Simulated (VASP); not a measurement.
Input of a VASP 6.6.1 run:

Contents of POSCAR:

```
Al2Cu
1.0
    4.0547150336      0.0000000000      0.0000000000
    0.0000000000      5.7339750267      0.0000000000
    0.0000000000      0.0000000000     25.1367875840
Al Cu
12 6
Direct
    0.0000000000      0.2504895431      0.2988080388
    0.0000000000      0.7495104569      0.2988080388
    0.5000000000      0.7505571089      0.3783538897
    0.5000000000      0.2494428911      0.3783538897
    0.0000000000      0.2498535459      0.4595317893
    0.0000000000      0.7501464541      0.4595317893
    0.5000000000      0.7498506690      0.5404685998
    0.5000000000      0.2501493310      0.5404685998
    0.0000000000      0.2505583053      0.6216458269
    0.0000000000      0.7494416947      0.6216458269
    0.5000000000      0.7504892628      0.7011919271
    0.5000000000      0.2495107372      0.7011919271
    0.5000000000      0.0000000000      0.2987366593
    0.0000000000      0.5000000000      0.3790637099
    0.5000000000      0.0000000000      0.4597028027
    0.0000000000      0.5000000000      0.5402973189
    0.5000000000      0.0000000000      0.6209362704
    0.0000000000      0.5000000000      0.7012630956
```

File INCAR.step1:

```
ALGO     = Normal         # electronic algorithm
DIPOL    = 0.5 0.5 0.500
EDIFF    = 1E-4           # SCF threshold, eV
ENCUT    = 520            # plane-wave cutoff, eV
GGA      = PE             # functional
IDIPOL   = 3            
ISMEAR   = 0              # smearing method
LASPH    = T              # aspherical terms in the spheres
LCHARG   = F              # write CHGCAR
LDIPOL   = T            
LREAL    = Auto         
LWAVE    = T              # write WAVECAR
NBANDS   = 66             # bands
NELM     = 100            # most SCF steps
PREC     = Accurate       # precision mode
SIGMA    = 0.1            # smearing width, eV
```

INCAR.step2

```
ALGO     = Normal         # electronic algorithm
DIPOL    = 0.5 0.5 0.500
EDIFF    = 1E-6           # SCF threshold, eV
ENCUT    = 520            # plane-wave cutoff, eV
IDIPOL   = 3            
ISIF     = 2              # what is computed and relaxed
ISMEAR   = 0              # smearing method
ISTART   = 1            
LASPH    = T              # aspherical terms in the spheres
LCHARG   = F              # write CHGCAR
LDIPOL   = T            
LMIXTAU  = T            
LREAL    = Auto         
LWAVE    = F              # write WAVECAR
METAGGA  = R2SCAN         # meta-GGA
NBANDS   = 66             # bands
NELM     = 100            # most SCF steps
PREC     = Accurate       # precision mode
SIGMA    = 0.1            # smearing width, eV
```

KPOINTS

```
k-points
0
Gamma
  9 6 1
```

Potentials or basis: VASP PAW PBE potentials, release 64 (Al, Cu).

Launch:

```bash
$ cat potpaw_PBE.64/Al/POTCAR potpaw_PBE.64/Cu/POTCAR > POTCAR
$ cp INCAR.step1 INCAR
$ mpirun -np 1 vasp_std > vasp.out
$ cp INCAR.step2 INCAR
$ mpirun -np 1 vasp_std > vasp.out
```

Q: What does it give for the largest force?

A: 0.015 eV/Å.

Q: Estimate the band gap on the k mesh.

A: Zero (bands 51 and 52 overlap by 2.34 eV).

Forces in eV/Å, atoms in the order of the input:
```
Al   0.000  0.014  0.003
Al   0.000 -0.014  0.003
Al   0.000  0.001 -0.002
Al   0.000 -0.001 -0.002
Al   0.000  0.000 -0.004
Al   0.000  0.000 -0.004
Al   0.000  0.000  0.004
Al   0.000  0.000  0.004
Al   0.000  0.001  0.002
Al   0.000 -0.001  0.002
Al   0.000  0.014 -0.003
Al   0.000 -0.014 -0.003
Cu   0.000  0.000 -0.005
Cu   0.000  0.000  0.015
Cu   0.000  0.000  0.010
Cu   0.000  0.000 -0.010
Cu   0.000  0.000 -0.015
Cu   0.000  0.000  0.005
```

Caveat: the PAW data sets were made with another functional, which shifts forces and pressure a little.
